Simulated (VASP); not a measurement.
# GaP (NiAs type) (P6_3/mmc) in VASP: relaxation of cell and atoms with PBE

Aim: the relaxation of cell and atoms of GaP (NiAs type) with PBE.

Everything below comes from runs of VASP 6.6.1. Logs are shortened: lines on timing, memory, paths and dates and some standing lists are left out, and cuts for length are marked.

## (1) The cell of the first run

Symmetry: P6_3/mmc, No. 194, hexagonal system. Conventional cell: a = 3.297 Å, b = 3.297 Å, c = 5.110 Å, α = 90.00°, β = 90.00°, γ = 120.00°. Ga (site symmetry -3m) has 6 P at 2.29 Å and 2 Ga at 2.56 Å within 3.0 Å. Within 3.0 Å of P (site symmetry -6m2) lie 6 Ga at 2.29 Å.

## (2) Relaxation of cell and atoms, PBE, target pressure 70 GPa, at which the enthalpy is minimised

INCAR

```
PREC = Accurate
ENCUT = 500
EDIFF = 1E-7
ISMEAR = -1
SIGMA = 0.1
LREAL = F
LASPH = T
NELM = 120
ALGO = Normal
ISIF = 3
LWAVE = F
LCHARG = F
GGA = PE
IBRION = 2
NSW = 60
EDIFFG = -0.005
PSTRESS = 700.0
GGA_COMPAT = F
NELMIN = 4
```

KPOINTS

```
regular mesh
0
Gamma
  12 12 7
```

POSCAR

```
GaP
1.0
    3.2969185590      0.0000000000      0.0000000000
   -1.6484592795      2.8552152263      0.0000000000
    0.0000000000      0.0000000000      5.1102237665
Ga P
2 2
Direct
    0.0000000000      0.0000000000      0.0000000000
    0.0000000000      0.0000000000      0.5000000000
    0.3333333333      0.6666666667      0.2500000000
    0.6666666667      0.3333333333      0.7500000000
```

Potentials or basis: VASP PAW PBE potentials, release 64 (Ga_d, P).

Started as:

```console
$ cat potpaw_PBE.64/Ga_d/POTCAR potpaw_PBE.64/P/POTCAR > POTCAR
$ mpirun -np 1 vasp_std > vasp.out
```

OUTCAR:

```text
PREC = Accurate
   ENCUT = 500
   EDIFF = 1E-7
   ISMEAR = -1
   LREAL = F
   LASPH = T
   NELM = 120
   ISIF = 3
   GGA = PE
   IBRION = 2
   NSW = 60
   EDIFFG = -0.005
   PSTRESS = 700.0
   NELMIN = 4

 ion  position               nearest neighbor table
   1  0.000  0.000  0.000-   3 2.29   4 2.29   3 2.29   4 2.29   4 2.29   3 2.29   2 2.56   2 2.56

   2  0.000  0.000  0.500-   3 2.29   4 2.29   3 2.29   4 2.29   4 2.29   3 2.29   1 2.56   1 2.56

   3  0.333  0.667  0.250-   1 2.29   2 2.29   1 2.29   2 2.29   1 2.29   2 2.29
   4  0.667  0.333  0.750-   1 2.29   2 2.29   1 2.29   2 2.29   1 2.29   2 2.29

  LATTYP: Found a hexagonal cell.
 ALAT       =     3.2969185590
 C/A-ratio  =     1.5500000000

  Lattice vectors:

 A1 = (   3.2969185590,   0.0000000000,   0.0000000000)
 A2 = (  -1.6484592795,   2.8552152263,   0.0000000000)
 A3 = (   0.0000000000,   0.0000000000,   5.1102237665)

Analysis of symmetry for initial positions (statically):
=====================================================================
 Subroutine PRICEL returns:
 Original cell was already a primitive cell.

 Routine SETGRP: Setting up the symmetry group for a
 hexagonal supercell.

 Subroutine GETGRP returns: Found 24 space group operations
 (whereof 12 operations were pure point group operations)
 out of a pool of 24 trial point group operations.

The static configuration has the point symmetry D_3d.
 The point group associated with its full space group is D_6h.

Analysis of symmetry for dynamics (positions and initial velocities):
=====================================================================
 Subroutine PRICEL returns:
 Original cell was already a primitive cell.

 Routine SETGRP: Setting up the symmetry group for a
 hexagonal supercell.

 Subroutine GETGRP returns: Found 24 space group operations
 (whereof 12 operations were pure point group operations)
 out of a pool of 24 trial point group operations.

The dynamic configuration has the point symmetry D_3d.
 The point group associated with its full space group is D_6h.

 Subroutine INISYM returns: Found 24 space group operations
 (whereof 12 operations are pure point group operations),
 and found     1 'primitive' translations

----------------------------------------------------------------------------------------

                                     Primitive cell

  volume of cell :      48.1046

  direct lattice vectors                    reciprocal lattice vectors
     3.296918559  0.000000000  0.000000000     0.303313528  0.175118147  0.000000000
    -1.648459279  2.855215226  0.000000000     0.000000000  0.350236294  0.000000000
     0.000000000  0.000000000  5.110223766     0.000000000  0.000000000  0.195686147

  length of vectors
     3.296918559  3.296918559  5.110223766     0.350236294  0.350236294  0.195686147

  position of ions in fractional coordinates (direct lattice)
     0.000000000  0.000000000  0.000000000
     0.000000000  0.000000000  0.500000000
     0.333333333  0.666666667  0.250000000
     0.666666667  0.333333333  0.750000000

  ion indices of the primitive-cell ions
   primitive index   ion index
                 1           1
                 2           2
                 3           3
                 4           4

----------------------------------------------------------------------------------------

 KPOINTS: regular mesh

Automatic generation of k-mesh.
 Grid dimensions read from file:
 generate k-points for:   12   12    7

 Generating k-lattice:

  Cartesian coordinates                     Fractional coordinates (reciprocal lattice)
     0.025276127  0.014593179  0.000000000     0.083333333  0.000000000  0.000000000
     0.000000000  0.029186358  0.000000000     0.000000000  0.083333333  0.000000000
     0.000000000  0.000000000  0.027955164     0.000000000  0.000000000  0.142857143

  Length of vectors
     0.029186358  0.029186358  0.027955164

  Shift w.r.t. Gamma in fractional coordinates (k-lattice)
     0.000000000  0.000000000  0.000000000

 Subroutine IBZKPT returns following result:
 ===========================================

 Found     76 irreducible k-points:

 Following reciprocal coordinates:
            Coordinates               Weight
  0.000000  0.000000  0.000000      1.000000
  0.083333 -0.000000  0.000000      6.000000
  0.166667 -0.000000  0.000000      6.000000
  0.250000  0.000000  0.000000      6.000000
  0.333333 -0.000000  0.000000      6.000000
  0.416667 -0.000000  0.000000      6.000000
[... 16 lines left out ...]
  0.250000  0.000000  0.142857     12.000000
  0.333333 -0.000000  0.142857     12.000000
 [... further k-points ...]
   k-points           NKPTS =     76   k-points in BZ     NKDIM =     76   number of bands    NBANDS=     22
   number of dos      NEDOS =    301   number of ions     NIONS =      4
   total plane-waves  NPLWV =  23040
   dimension x,y,z NGX =    24 NGY =   24 NGZ =   40
   dimension x,y,z NGXF=    48 NGYF=   48 NGZF=   80
   ions per type =               2   2
   NGX,Y,Z   is equivalent  to a cutoff of  12.10, 12.10, 13.01 a.u.
   NGXF,Y,Z  is equivalent  to a cutoff of  24.20, 24.20, 26.03 a.u.
 SYSTEM =  unknown system
   PREC   = accura    normal or accurate (medium, high low for compatibility)
   ISTART =      0    job   : 0-new  1-cont  2-samecut
   ICHARG =      2    charge: 1-file 2-atom 10-const
   ISPIN  =      1    spin polarized calculation?
   LNONCOLLINEAR =      F non collinear calculations
   LSORBIT =      F    spin-orbit coupling
   LASPH  =      T    aspherical Exc in radial PAW
   ENCUT  =  500.0 eV  36.75 Ry    6.06 a.u.   6.01  6.01  9.32*2*pi/ulx,y,z
   NELM   =    120;   NELMIN=  4; NELMDL= -5     # of ELM steps
   EDIFF  = 0.1E-06   stopping-criterion for ELM
   LREAL  =      F    real-space projection
   EDIFFG = -.5E-02   stopping-criterion for IOM
   NSW    =     60    number of steps for IOM
   IBRION =      2    ionic relax: 0-MD 1-quasi-New 2-CG
   NFREE  =      1    steps in history (QN), initial steepest desc. (CG)
   ISIF   =      3    stress and relaxation
   ISYM   =      2    0-nonsym 1-usesym 2-fastsym
   POTIM  = 0.5000    time-step for ionic-motion
   TEBEG  =    0.0;   TEEND  =   0.0 temperature during run
   PSTRESS=  700.0 pullay stress
   NELECT =      36.0000    total number of electrons
   NUPDOWN=      -1.0000    fix difference up-down
   EMIN   =  10.00;   EMAX   =-10.00  energy-range for DOS
   EFERMI =   0.00;   METHOD = LEGACY
   ISMEAR =    -1;   SIGMA  =   0.10  broadening in eV -4-tet -1-fermi 0-gaus
   EFERMI_NEDOS =   21; number of points for ismear=-14 and -15
   IALGO  =     38    algorithm
   IMIX   =      4    mixing-type and parameters
     AMIX     =   0.40;   BMIX     =  1.00
     AMIX_MAG =   1.60;   BMIX_MAG =  1.00
  volume/ion in A,a.u.               =      12.03        81.16
  Fermi-wavevector in a.u.,A,eV,Ry     =   1.486323  2.808744 30.057412  2.209157
  Thomas-Fermi vector in A             =   2.599624
   LORBIT       =      0    0 simple, 1 ext, 2 COOP (PROOUT), +10 PAW based schemes
   GGA     = PE    functional components
   LHFCALC =     F    Hartree Fock is set to
   AEXX    =    0.0000 exact exchange contribution
   IVDW    =     0    specifies the selected vdW correction
   LEPSILON=     F    determine dielectric tensor
   LRPA    =     F    only Hartree local field effects (RPA)
 conjugate gradient relaxation of ions
 non-spin polarized calculation
  energy-cutoff  :      500.00
  volume of cell :       48.10
 maximum number of plane-waves:      1248
   NGX = 13   NGY = 13   NGZ = 19

--------------------------------------- Ionic step        1  -------------------------------------------

 number of electron      36.0000022 magnetization

 Free energy of the ion-electron system (eV)
  ---------------------------------------------------
  ext. energy  EPLUGINS =         0.00000000
  ---------------------------------------------------
  free energy    TOTEN  =       -12.75536187 eV

  energy without entropy =      -12.72171038  energy(sigma->0) =      -12.73853612

------------------------ aborting loop because EDIFF is reached ----------------------------------------

  FORCE on cell =-STRESS in cart. coord.  units (eV):
  Direction    XX          YY          ZZ          XY          YZ          ZX
  --------------------------------------------------------------------------------------
  -------------------------------------------------------------------------------------
  Total       20.4103376     20.4103376     26.6623128      0.0000000      0.0000000      0.0000000
  in kB      679.7884529    679.7884529    888.0172733      0.0000000      0.0000000      0.0000000
  external PRESSURE =      49.1980597 kB  Pullay stress =     700.0000000 kB
[... 99 lines left out ...]
  FREE ENERGIE OF THE ION-ELECTRON SYSTEM (eV)
  ---------------------------------------------------
  free  energy   TOTEN  =       -13.8244235770 eV

  energy  without entropy=      -13.7909275512  energy(sigma->0) =      -13.80767556

  enthalpy is  TOTEN    =         8.1027666829 eV   P V=       21.9271902599

[... ionic steps 4 to 8 ...]

--------------------------------------- Ionic step        9  -------------------------------------------

 number of electron      36.0000032 magnetization

------------------------ aborting loop because EDIFF is reached ----------------------------------------

  FORCE on cell =-STRESS in cart. coord.  units (eV):
  Direction    XX          YY          ZZ          XY          YZ          ZX
  --------------------------------------------------------------------------------------
  -------------------------------------------------------------------------------------
  Total       20.8013778     20.8013778     20.6276250      0.0000000     -0.0000000      0.0000000
  in kB      689.9905513    689.9905513    684.2270975      0.0000000     -0.0000000      0.0000000
  external PRESSURE =     -11.9306000 kB  Pullay stress =     700.0000000 kB
[... 65 lines left out ...]
  enthalpy is  TOTEN    =         7.9193555376 eV   P V=       21.0269113207

--------------------------------------- Ionic step       11  -------------------------------------------

 number of electron      36.0000025 magnetization

 Free energy of the ion-electron system (eV)
  ---------------------------------------------------
  ext. energy  EPLUGINS =         0.00000000
  ---------------------------------------------------
  free energy    TOTEN  =       -13.11463386 eV

  energy without entropy =      -13.07442750  energy(sigma->0) =      -13.09453068

 E-fermi :  11.3947     XC(G=0): -12.7433

 val. band max:       11.3780192433   @ k =   0.1667   0.0833   0.1429
 cond. band min:      11.4076797460   @ k =   0.2500   0.1667   0.1429
 fundamental gap:      0.0296605027
 Fermi energy:        11.3947015651

 k-point     1 :       0.0000    0.0000    0.0000
  band No.  band energies     occupation
      1      -5.5978      2.00000
      2      -4.3179      2.00000
      3      -4.2729      2.00000
      4      -4.2729      2.00000
      5      -4.1421      2.00000
      6      -4.1421      2.00000
[... 574 lines left out ...]
      6      -4.0649      2.00000
[... 14 lines left out ...]
     21      15.2810      0.00000
     22      15.4112      0.00000

 [... further k-points ...]
[... 5 lines left out ...]
  --------------------------------------------------------------------------------------
  -------------------------------------------------------------------------------------
  Total       21.0405419     21.0405419     21.0332584     -0.0000000     -0.0000000     -0.0000000
  in kB      700.2183511    700.2183511    699.9759605     -0.0000000     -0.0000000     -0.0000000
  external PRESSURE =       0.1375543 kB  Pullay stress =     700.0000000 kB
[... 19 lines left out ...]
  FREE ENERGIE OF THE ION-ELECTRON SYSTEM (eV)
  ---------------------------------------------------
  free  energy   TOTEN  =       -13.1146338636 eV

  energy  without entropy=      -13.0744275021  energy(sigma->0) =      -13.09453068

  enthalpy is  TOTEN    =         7.9193468583 eV   P V=       21.0339807219

 reached required accuracy - stopping structural energy minimisation
```

It took 9.8 min on 1 thread of Intel Xeon 8259CL, shared host; peak memory 0.21 GiB.

Results:

- Free energy: -13.1146 eV
- Relaxed volume: 12.04 Å³/atom
- Relaxed cell: a = 3.131 Å, b = 3.131 Å, c = 5.670 Å, α = 90.00°, β = 90.00°, γ = 120.00°
- Space group after relaxing (to 0.05 Å): P6_3/mmc (No. 194)
- Energy change on relaxing (the enthalpy is what falls): -89.8 meV/atom
- Ionic steps: 11
- Pressure after relaxing: 70.0 GPa
- Band gap on the k mesh: zero (band 18 reaches 12.59 eV, above the bottom of band 19 at 7.53 eV)

Step by step:
```
step  energy change (eV)  largest force (eV/Å)  pressure (GPa)  volume (Å³)
   1              0.0000                0.0000           74.92        48.10
   2             -1.2565                0.0000           55.99        50.63
   3             -1.0691                0.0000           59.00        50.19
   4             -0.8466                0.0000           62.96        49.39
   5             -0.6063                0.0000           66.46        48.73
   6              0.0241                0.0000           74.17        47.32
   7             -0.3356                0.0000           69.92        48.09
   8             -0.4073                0.0000           69.14        48.25
   9             -0.4276                0.0000           68.81        48.30
  10             -0.3522                0.0000           70.16        48.13
  11             -0.3593                0.0000           70.01        48.14
```

Final structure:
```
Ga P
1.0
     3.13127    0.00000    0.00000
    -1.56564    2.71176    0.00000
     0.00000    0.00000    5.66971
Ga P
2 2
Direct
  0.00000 0.00000 0.00000
  0.00000 0.00000 0.50000
  0.33333 0.66667 0.25000
  0.66667 0.33333 0.75000
```

Caveat: the cell is relaxed towards a set pressure, so the enthalpy falls and the energy may rise.
